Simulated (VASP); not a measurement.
# CoO (R-3m) in VASP: a series of runs

The runs below take CoO through single point, with PBEsol.

All numbers are computed with VASP 6.6.1; they aren't measurements. Logs are shortened: lines on timing, memory, paths and dates and some standing lists are left out, and cuts for length are marked.

**1. The cell of the first run**

Symmetry: R-3m, No. 166, trigonal system. Conventional cell: a = 3.011 Å, b = 3.011 Å, c = 7.320 Å, α = 90.00°, β = 90.00°, γ = 120.00°. Within 2.8 Å of Co (site symmetry -3m) lie 6 O at 2.12 Å. Within 2.8 Å of O (site symmetry -3m) lie 6 Co at 2.12 Å.

**2. Single point, PBEsol, collinear spin, ferromagnetic start**

INCAR reads:

```
PREC = Accurate
ENCUT = 520
EDIFF = 1E-6
ISMEAR = 0
SIGMA = 0.1
LREAL = False
LASPH = True
NELM = 150
ALGO = Normal
ISIF = 2
LWAVE = False
LCHARG = False
ISPIN = 2
MAGMOM = 2.75 0.38
LORBIT = 11
LMAXMIX = 4
GGA = PS
NBANDS = 18
```

KPOINTS reads:

```
Automatic mesh
0
Gamma
  1 1 1
```

POSCAR reads:

```
CoO
1.0
    1.5054695445      0.8691832468      2.4399269062
   -1.5054695445      0.8691832468      2.4399269062
    0.0000000000     -1.7383664936      2.4399269062
Co O
1 1
Direct
    0.0000000000      0.0000000000      0.0000000000
    0.5000000000      0.5000000000      0.5000000000
```

Potentials or basis: VASP PAW PBE potentials, release 64 (Co, O).

Run with:

```
cat potpaw_PBE.64/Co/POTCAR potpaw_PBE.64/O/POTCAR > POTCAR
mpirun -np 1 vasp_gam > vasp.out
```

OUTCAR:

```text
PREC = Accurate
   ENCUT = 520
   EDIFF = 1E-6
   ISMEAR = 0
   LREAL = False
   LASPH = True
   NELM = 150
   ISIF = 2
   ISPIN = 2
   LORBIT = 11
   GGA = PS

 ion  position               nearest neighbor table
   1  0.000  0.000  0.000-   2 2.12   2 2.12   2 2.12   2 2.12   2 2.12   2 2.12
   2  0.500  0.500  0.500-   1 2.12   1 2.12   1 2.12   1 2.12   1 2.12   1 2.12

  LATTYP: Found a trigonal (rhomboedric) cell.
 ALAT       =     2.9958573687
 COS(alpha) =     0.4949531368

  Lattice vectors:

 A1 = (   1.5054695445,   0.8691832468,   2.4399269062)
 A2 = (  -1.5054695445,   0.8691832468,   2.4399269062)
 A3 = (   0.0000000000,  -1.7383664936,   2.4399269062)

Analysis of symmetry for initial positions (statically):
=====================================================================
 Subroutine PRICEL returns:
 Original cell was already a primitive cell.

 Routine SETGRP: Setting up the symmetry group for a
 trigonal (rhombohedral) supercell.

 Subroutine GETGRP returns: Found 12 space group operations
 (whereof 12 operations were pure point group operations)
 out of a pool of 12 trial point group operations.

The static configuration has the point symmetry D_3d.

Analysis of symmetry for dynamics (positions and initial velocities):
=====================================================================
 Subroutine PRICEL returns:
 Original cell was already a primitive cell.

 Routine SETGRP: Setting up the symmetry group for a
 trigonal (rhombohedral) supercell.

 Subroutine GETGRP returns: Found 12 space group operations
 (whereof 12 operations were pure point group operations)
 out of a pool of 12 trial point group operations.

The dynamic configuration has the point symmetry D_3d.

Analysis of structural, dynamic, and magnetic symmetry:
=====================================================================
 Subroutine PRICEL returns:
 Original cell was already a primitive cell.

 Routine SETGRP: Setting up the symmetry group for a
 trigonal (rhombohedral) supercell.

 Subroutine GETGRP returns: Found 12 space group operations
 (whereof 12 operations were pure point group operations)
 out of a pool of 12 trial point group operations.

The overall configuration has the point symmetry D_3d.

 Subroutine INISYM returns: Found 12 space group operations
 (whereof 12 operations are pure point group operations),
 and found     1 'primitive' translations

----------------------------------------------------------------------------------------

                                     Primitive cell

  volume of cell :      19.1563

  direct lattice vectors                    reciprocal lattice vectors
     1.505469544  0.869183247  2.439926906     0.332122295  0.191750896  0.136616114
    -1.505469544  0.869183247  2.439926906    -0.332122295  0.191750896  0.136616114
     0.000000000 -1.738366494  2.439926906     0.000000000 -0.383501793  0.136616114

  length of vectors
     2.995857369  2.995857369  2.995857369     0.407108816  0.407108816  0.407108816

  position of ions in fractional coordinates (direct lattice)
     0.000000000  0.000000000  0.000000000
     0.500000000  0.500000000  0.500000000

  ion indices of the primitive-cell ions
   primitive index   ion index
                 1           1
                 2           2

----------------------------------------------------------------------------------------

 KPOINTS: Automatic mesh

Automatic generation of k-mesh.
 Grid dimensions read from file:
 generate k-points for:    1    1    1

 Generating k-lattice:

  Cartesian coordinates                     Fractional coordinates (reciprocal lattice)
     0.332122295  0.191750896  0.136616114     1.000000000  0.000000000  0.000000000
    -0.332122295  0.191750896  0.136616114     0.000000000  1.000000000  0.000000000
     0.000000000 -0.383501793  0.136616114     0.000000000  0.000000000  1.000000000

  Length of vectors
     0.407108816  0.407108816  0.407108816

  Shift w.r.t. Gamma in fractional coordinates (k-lattice)
     0.000000000  0.000000000  0.000000000

[... 40 lines left out ...]
 spin polarized calculation
 Gauss-broadening in eV      SIGMA  =   0.10
  energy-cutoff  :      520.00
  volume of cell :       19.16
 maximum number of plane-waves:       266
 NGX is ok and might be reduce to    24
   NGX = 11   NGY = 11   NGZ = 11

 number of electron      15.0000007 magnetization       2.9999978

 Free energy of the ion-electron system (eV)
  ---------------------------------------------------
  ext. energy  EPLUGINS =         0.00000000
  ---------------------------------------------------
  free energy    TOTEN  =        -6.09951740 eV

  energy without entropy =       -6.07145353  energy(sigma->0) =       -6.08548547

 E-fermi :   7.1811     XC(G=0): -12.3327

 val. band max:        7.0837925791   @ k =   0.0000   0.0000   0.0000
 cond. band min:       7.2691699058   @ k =   0.0000   0.0000   0.0000
 fundamental gap:      0.1853773266
 Fermi energy:         7.1811286254

 spin component 1

 k-point     1 :       0.0000    0.0000    0.0000
  band No.  band energies     occupation
      1     -11.8565      1.00000
      2       4.1304      1.00000
      3       5.3182      1.00000
      4       5.3182      1.00000
      5       5.7967      1.00000
      6       5.8541      1.00000
      7       5.8541      1.00000
      8       5.9180      1.00000
      9       5.9180      1.00000
     10       9.3438      0.00000
     11      25.2410      0.00000
     12      26.1240      0.00000
     13      26.1900      0.00000
     14      26.1900      0.00000
     15      29.5260      0.00000
     16      29.5260      0.00000
     17      29.7698      0.00000
     18      32.8334      0.00000
 Fermi energy:         7.1811286254

 spin component 2

 k-point     1 :       0.0000    0.0000    0.0000
  band No.  band energies     occupation
      1     -10.4919      1.00000
      2       6.6769      1.00000
      3       6.6769      1.00000
      4       7.0194      0.98889
      5       7.0194      0.98889
      6       7.0838      0.91567
      7       7.2692      0.10655
      8       8.5106      0.00000
      9       8.5106      0.00000
     10      10.2076      0.00000
     11      25.2691      0.00000
     12      26.6952      0.00000
     13      26.6952      0.00000
     14      27.0008      0.00000
     15      30.4317      0.00000
     16      30.4317      0.00000
     17      30.8908      0.00000
     18      34.0822      0.00000

------------------------ aborting loop because EDIFF is reached ----------------------------------------

  FORCE on cell =-STRESS in cart. coord.  units (eV):
  Direction    XX          YY          ZZ          XY          YZ          ZX
  --------------------------------------------------------------------------------------
  -------------------------------------------------------------------------------------
  Total        3.4293403      3.4293403     -2.7720816      0.0000000      0.0000000      0.0000000
  in kB      286.8202306    286.8202306   -231.8489888      0.0000000      0.0000000      0.0000000
  external PRESSURE =     113.9304908 kB  Pullay stress =       0.0000000 kB

 VOLUME and BASIS-vectors are now :
 -----------------------------------------------------------------------------
  energy-cutoff  :      520.00
  volume of cell :       19.16
      direct lattice vectors                 reciprocal lattice vectors
     1.505469544  0.869183247  2.439926906     0.332122295  0.191750896  0.136616114
    -1.505469544  0.869183247  2.439926906    -0.332122295  0.191750896  0.136616114
     0.000000000 -1.738366494  2.439926906     0.000000000 -0.383501793  0.136616114

 POSITION                                       TOTAL-FORCE (eV/Angst)
 -----------------------------------------------------------------------------------
      0.00000      0.00000      0.00000         0.000000     -0.000000      0.000000
      0.00000      0.00000      3.65989         0.000000      0.000000     -0.000000
 -----------------------------------------------------------------------------------
    total drift:                               -0.000000      0.000000     -0.000000

  FREE ENERGIE OF THE ION-ELECTRON SYSTEM (eV)
  ---------------------------------------------------
  free  energy   TOTEN  =        -6.0995174047 eV

  energy  without entropy=       -6.0714535348  energy(sigma->0) =       -6.08548547

 total charge

# of ion       s       p       d       tot
------------------------------------------
    1        0.228   0.190   7.379   7.797
    2        1.297   3.768   0.000   5.065
--------------------------------------------------
tot          1.525   3.958   7.379  12.862

 magnetization (x)

# of ion       s       p       d       tot
------------------------------------------
    1       -0.008   0.032   2.036   2.060
    2        0.019   0.675   0.000   0.693
--------------------------------------------------
tot          0.010   0.707   2.036   2.753
```

Run time: 24 s. Hardware: 1 thread of Intel Xeon Platinum 8488C (Sapphire Rapids), shared host; peak memory 0.15 GiB.

Results:

| Property | Result |
| --- | --- |
| Free energy | -6.0995 eV |
| Pressure | 11.4 GPa |
| Band gap on the k mesh | 0.19 eV |
| Net moment | 3.00 μB per cell |
| Site moments | Co +2.06; O +0.69 μB |
| Valence electrons inside the program's atomic spheres | Co 7.80; O 5.07 |

Levels at points of the mesh, in eV from the valence-band top:
Spin up:
| k point | band 7 | band 8 | band 9 | band 10 | band 11 | band 12 |
| --- | --- | --- | --- | --- | --- | --- |
| (0.00, 0.00, 0.00) | -1.23 | -1.17 | -1.17 | 2.26 | 18.16 | 19.04 |
Spin down:
```tsv
k point	band 4	band 5	band 6	band 7	band 8	band 9
(0.00, 0.00, 0.00)	-0.06	-0.06	0.00	0.19	1.43	1.43
```

Caveat: the k points lie up to 2.56 Å⁻¹ apart; the PAW data sets were made with another functional, which shifts forces and pressure a little; a cell with one magnetic atom can't hold antiferromagnetic order, which such compounds often take.

**3. Single point, PBEsol, collinear spin, ferromagnetic start**

INCAR reads:

```
SYSTEM = CoO
PREC = Accurate ; ENCUT = 520
EDIFF = 1E-7 ; ISMEAR = 0
SIGMA = 0.1 ; LREAL = .FALSE.
LASPH = .TRUE. ; NELM = 150
ALGO = Normal ; ISIF = 2
LWAVE = .FALSE. ; LCHARG = .FALSE.
ISPIN = 2 ; MAGMOM = 2.75 0.38
LORBIT = 11 ; LMAXMIX = 4
GGA = PS ; NBANDS = 18
```

KPOINTS reads:

```
Automatic mesh
0
G
  3 3 3
  0 0 0
```

POSCAR is that of step 2.

Potentials or basis: VASP PAW PBE potentials, release 64 (Co, O).

Run with:

```
cat potpaw_PBE.64/Co/POTCAR potpaw_PBE.64/O/POTCAR > POTCAR
mpirun -np 1 vasp_std > vasp.out
```

Wall time 8.3 s (1 thread of Intel Xeon Platinum 8488C (Sapphire Rapids), shared host); peak memory 0.14 GiB.

It converged, with:

| Property | Result |
| --- | --- |
| Free energy | -13.9091 eV |
| Pressure | -9.3 GPa |
| Band gap on the k mesh | zero (filled and empty bands overlap) |
| Net moment | 3.00 μB per cell |
| Site moments | Co +2.59; O +0.36 μB |
| Valence electrons inside the program's atomic spheres | Co 7.81; O 4.96 |

Stress tensor (GPa, compression positive):
```
-9.53  0.00  0.00
 0.00 -9.53  0.00
 0.00  0.00 -8.72
```

Levels at points of the mesh, in eV from the Fermi level:
Spin up:
```tsv
k point	band 7	band 8	band 9	band 10	band 11	band 12
(0.00, 0.00, 0.00)	-3.13	-3.12	-3.10	0.99	16.72	18.00
```
Spin down:
| k point | band 4 | band 5 | band 6 | band 7 | band 8 | band 9 |
| --- | --- | --- | --- | --- | --- | --- |
| (0.00, 0.00, 0.00) | -2.43 | -1.04 | -1.04 | -1.00 | -0.07 | -0.07 |

Caveat: the k points lie up to 0.85 Å⁻¹ apart; the PAW data sets were made with another functional, which shifts forces and pressure a little; a cell with one magnetic atom can't hold antiferromagnetic order, which such compounds often take; semilocal functionals often make such compounds metallic where correlation or magnetic order opens a gap, which also shifts bond lengths. With open d or f shells a metallic result of PBEsol can be an artefact of self-interaction; +U or a hybrid may open a gap.

**4. Single point, PBEsol, collinear spin, ferromagnetic start**

INCAR reads:

```
SYSTEM = CoO
PREC = Accurate
ENCUT = 520
EDIFF = 1E-6
ISMEAR = 0
SIGMA = 0.1
LREAL = .False.
LASPH = .True.
NELM = 150
ALGO = Normal
ISIF = 2
LWAVE = .False.
LCHARG = .False.
ISPIN = 2
MAGMOM = 3 1
LORBIT = 11
LMAXMIX = 4
GGA = PS
NBANDS = 18
```

KPOINTS reads:

```
regular mesh
0
Gamma
  6 6 6
  0 0 0
```

POSCAR is that of step 3.

Run with:

```
cat potpaw_PBE.64/Co/POTCAR potpaw_PBE.64/O/POTCAR > POTCAR
mpirun -np 1 vasp_std > vasp.out
```

Run time: 17 s. Hardware: 1 thread of Intel Xeon Platinum 8488C (Sapphire Rapids), shared host; peak memory 0.15 GiB.

The run converged. Its results:

- Free energy: -13.9737 eV
- Pressure: -11.5 GPa
- Net moment: 2.77 μB per cell
- Site moments: Co +2.45; O +0.27 μB
- Valence electrons inside the program's atomic spheres: Co 7.83; O 4.95

Stress tensor (GPa, compression positive):
```
-11.34   0.00   0.00
  0.00 -11.34   0.00
  0.00   0.00 -11.74
```

Levels at points of the mesh, in eV from the Fermi level:
Spin up:
| k point | band 7 | band 8 | band 9 | band 10 | band 11 | band 12 |
| --- | --- | --- | --- | --- | --- | --- |
| (0.00, 0.00, 0.00) | -3.08 | -3.08 | -3.05 | 0.88 | 16.59 | 17.92 |
| (0.50, 0.00, 0.00) | -1.79 | 0.12 | 0.13 | 4.88 | 9.23 | 13.27 |
| (0.50, 0.50, 0.00) | -2.31 | -2.03 | -2.02 | 5.76 | 9.66 | 11.52 |
| (0.50, 0.50, 0.50) | -1.76 | 0.14 | 0.14 | 4.82 | 9.34 | 13.17 |
Spin down:
```tsv
k point	band 4	band 5	band 6	band 7	band 8	band 9
(0.00, 0.00, 0.00)	-2.73	-1.14	-1.14	-1.11	-0.18	-0.18
(0.50, 0.00, 0.00)	-4.83	-0.15	-0.13	0.16	2.50	2.52
(0.50, 0.50, 0.00)	-4.00	-2.31	0.14	0.14	0.30	0.78
(0.50, 0.50, 0.50)	-4.90	-0.12	-0.12	0.18	2.53	2.53
```

Caveat: the k points lie up to 0.43 Å⁻¹ apart; the PAW data sets were made with another functional, which shifts forces and pressure a little; a cell with one magnetic atom can't hold antiferromagnetic order, which such compounds often take; semilocal functionals often make such compounds metallic where correlation or magnetic order opens a gap, which also shifts bond lengths. With open d or f shells a metallic result of PBEsol can be an artefact of self-interaction; +U or a hybrid may open a gap.

**5. Single point, PBEsol, collinear spin, ferromagnetic start**

INCAR reads:

```
SYSTEM = CoO
  ALGO = Normal
  EDIFF = 1E-6
  ENCUT = 520
  GGA = PS
  ISIF = 2
  ISMEAR = 0
  ISPIN = 2
  LASPH = .True.
  LCHARG = .False.
  LMAXMIX = 4
  LORBIT = 11
  LREAL = .False.
  LWAVE = .False.
  MAGMOM = 2.75 0.38
  NBANDS = 18
  NELM = 150
  PREC = Accurate
  SIGMA = 0.1
```

KPOINTS reads:

```
k-points
0
Gamma
  6 6 6
  0 0 0
```

POSCAR is that of step 4.

Run with:

```
cat potpaw_PBE.64/Co/POTCAR potpaw_PBE.64/O/POTCAR > POTCAR
mpirun -np 1 vasp_std > vasp.out
```

Run time: 19 s. Hardware: 1 thread of Intel Xeon Platinum 8488C (Sapphire Rapids), shared host; peak memory 0.15 GiB.

It converged, with:

| Item | Value |
| --- | --- |
| Free energy | -13.9737 eV |
| Pressure | -11.5 GPa |
| Net moment | 2.77 μB per cell |
| Site moments | Co +2.45; O +0.27 μB |
| Valence electrons inside the program's atomic spheres | Co 7.83; O 4.95 |

Stress tensor (GPa, compression positive):
```
-11.40   0.00   0.00
  0.00 -11.40   0.00
  0.00   0.00 -11.80
```

Levels at points of the mesh, in eV from the Fermi level:
Spin up:
| k point | band 5 | band 6 | band 7 | band 8 | band 9 | band 10 | band 11 | band 12 | band 13 | band 14 |
| --- | --- | --- | --- | --- | --- | --- | --- | --- | --- | --- |
| (0.00, 0.00, 0.00) | -3.20 | -3.20 | -3.08 | -3.08 | -3.05 | 0.88 | 16.59 | 17.92 | 17.92 | 18.13 |
| (0.50, 0.00, 0.00) | -2.33 | -2.30 | -1.79 | 0.12 | 0.13 | 4.88 | 9.23 | 13.27 | 13.37 | 20.39 |
| (0.50, 0.50, 0.00) | -3.97 | -2.84 | -2.31 | -2.03 | -2.02 | 5.76 | 9.66 | 11.52 | 15.59 | 15.70 |
| (0.50, 0.50, 0.50) | -2.31 | -2.31 | -1.76 | 0.14 | 0.14 | 4.82 | 9.34 | 13.17 | 13.17 | 20.28 |
Spin down:
| k point | band 3 | band 4 | band 5 | band 6 | band 7 | band 8 | band 9 | band 10 |
| --- | --- | --- | --- | --- | --- | --- | --- | --- |
| (0.00, 0.00, 0.00) | -2.79 | -2.73 | -1.14 | -1.14 | -1.11 | -0.18 | -0.18 | 1.40 |
| (0.50, 0.00, 0.00) | -4.88 | -4.83 | -0.15 | -0.13 | 0.16 | 2.50 | 2.52 | 5.17 |
| (0.50, 0.50, 0.00) | -4.06 | -4.01 | -2.31 | 0.14 | 0.14 | 0.30 | 0.78 | 6.56 |
| (0.50, 0.50, 0.50) | -4.90 | -4.90 | -0.12 | -0.12 | 0.18 | 2.53 | 2.53 | 5.11 |

Caveat: the k points lie up to 0.43 Å⁻¹ apart; the PAW data sets were made with another functional, which shifts forces and pressure a little; a cell with one magnetic atom can't hold antiferromagnetic order, which such compounds often take; semilocal functionals often make such compounds metallic where correlation or magnetic order opens a gap, which also shifts bond lengths. With open d or f shells a metallic result of PBEsol can be an artefact of self-interaction; +U or a hybrid may open a gap.

**6. Single point, PBEsol, collinear spin, ferromagnetic start**

INCAR reads:

```
SYSTEM = CoO
PREC = Accurate
ENCUT = 520
EDIFF = 1E-6
ISMEAR = 0
SIGMA = 0.01
LREAL = .False.
LASPH = .True.
NELM = 150
ALGO = Normal
ISIF = 2
LWAVE = .False.
LCHARG = .False.
ISPIN = 2
MAGMOM = 2.75 0.38
LORBIT = 11
LMAXMIX = 4
GGA = PS
NBANDS = 18
```

KPOINTS reads:

```
Automatic mesh
0
Gamma
  9 9 9
  0 0 0
```

POSCAR is that of step 5.

Potentials or basis: VASP PAW PBE potentials, release 64 (Co, O).

Run with:

```
cat potpaw_PBE.64/Co/POTCAR potpaw_PBE.64/O/POTCAR > POTCAR
mpirun -np 1 vasp_std > vasp.out
```

It took 41 s on 1 thread of Intel Xeon Platinum 8488C (Sapphire Rapids), shared host; peak memory 0.17 GiB.

Results (log left out):

- Free energy: -13.9564 eV
- Pressure: -9.6 GPa
- Net moment: 2.95 μB per cell
- Site moments: Co +2.58; O +0.33 μB
- Valence electrons inside the program's atomic spheres: Co 7.82; O 4.96

Stress tensor (GPa, compression positive):
```
-9.44  0.00  0.00
 0.00 -9.44  0.00
 0.00  0.00 -9.85
```

Levels at points of the mesh, in eV from the Fermi level:
Spin up:
```csv
k point,band 5,band 6,band 7,band 8,band 9,band 10,band 11,band 12,band 13,band 14
"(0.00, 0.00, 0.00)",-3.27,-3.23,-3.19,-3.19,-3.15,0.88,16.59,17.90,17.90,18.11
```
Spin down:
```
           k point  band 2  band 3  band 4  band 5  band 6  band 7  band 8  band 9  band 10  band 11
(0.00, 0.00, 0.00)   -2.65   -2.65   -2.59   -1.13   -1.13   -1.11   -0.15   -0.15     1.45    16.54
```

Caveat: the PAW data sets were made with another functional, which shifts forces and pressure a little; a cell with one magnetic atom can't hold antiferromagnetic order, which such compounds often take; semilocal functionals often make such compounds metallic where correlation or magnetic order opens a gap, which also shifts bond lengths. With open d or f shells a metallic result of PBEsol can be an artefact of self-interaction; +U or a hybrid may open a gap.

**7. The runs side by side**

```csv
k mesh,smearing,gap on the mesh (eV),pressure (GPa),moment (μB)
1 × 1 × 1,gaussian 0.1 eV,0.19,11.4,3.00
3 × 3 × 3,gaussian 0.1 eV,none,-9.3,3.00
6 × 6 × 6,gaussian 0.1 eV,none,-11.5,2.77
9 × 9 × 9,gaussian 0.01 eV,none,-9.6,2.95
```

Alike in all rows: task single point; level PBEsol; potentials or basis VASP PAW PBE potentials, release 64 (Co, O); spin collinear, ferromagnetic start; cell as given; cutoff (eV) 520.

Caveats: some runs use coarse meshes; the PAW data sets were made with another functional, which shifts forces and pressure a little; a cell with one magnetic atom can't hold antiferromagnetic order, which such compounds often take; semilocal functionals often make such compounds metallic where correlation or magnetic order opens a gap, which also shifts bond lengths (some runs).

Absolute energies hang on the potentials; compare differences alone.
